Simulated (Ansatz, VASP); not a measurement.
# Ge: VASP beside Ansatz

```
Ge
1.0
    -1.64450    1.64450    1.64450
     1.64450   -1.64450    1.64450
     1.64450    1.64450   -1.64450
Ge
1
Direct
  0.00000 0.00000 0.00000
```

Alike in both runs: functional LDA; k mesh 17 × 17 × 17; occupations fermi-dirac, width 0.08 eV; no spin polarisation.

Ansatz relaxed the structure, and its values are those at the end. VASP's run is a single point on that final structure, the one shown.

|  | VASP | Ansatz |
| --- | --- | --- |
| version | VASP 6.6.1 | Ansatz 0.2.0 |
| potentials or method | VASP PAW LDA potentials, release 64 (Ge_d) | PAW with Ansatz's default frozen-core files, scalar-relativistic |
| plane-wave cutoff (eV) | 500 | 420 |
| valence electrons in the cell | 14 | 14 |

```csv
,VASP,Ansatz,Ansatz less VASP
pressure (GPa),0.1,0.0,-0.11
```

LDA's correlation is that of Perdew and Zunger in VASP and of Perdew and Wang (1992) in Ansatz.
